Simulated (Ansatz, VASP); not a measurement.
## C in VASP and in Ansatz

```xyz
2
Lattice="0.0000 1.5926 1.5926 1.5926 0.0000 1.5926 1.5926 1.5926 0.0000" Properties=species:S:1:pos:R:3 pbc="T T T"
C    -0.3982   -0.3982   -0.3982
C     0.3982    0.3982    0.3982
```

Change from the starting cell: volume scaled by 0.72, LAPW.

Alike in both runs: task single point; functional PBEsol; k mesh 20 × 20 × 20; occupations fermi-dirac, width 0.1 eV; no spin polarisation.

|  | VASP | Ansatz |
| --- | --- | --- |
| version | VASP 6.6.1 | Ansatz 0.2.0 |
| potentials or method | VASP PAW PBE potentials, release 64 (C), cutoff 520 eV | all-electron LAPW, scalar-relativistic |

Ansatz gave:

```
gap on the k mesh at the Fermi level (eV) : 4.86
pressure (GPa)                            : 265.8
```

**Question.** Which values does VASP return?

**Answer.** gap on the k mesh at the Fermi level (eV): 4.85; pressure (GPa): 268.5.

VASP's potentials were made for PBE, not for PBEsol. Both programs put the cell under a high pressure, so it lies far from rest at this level. Ansatz ran all-electron here, and VASP with PAW potentials.

Noted on VASP's run: the cell as given lies far from equilibrium.
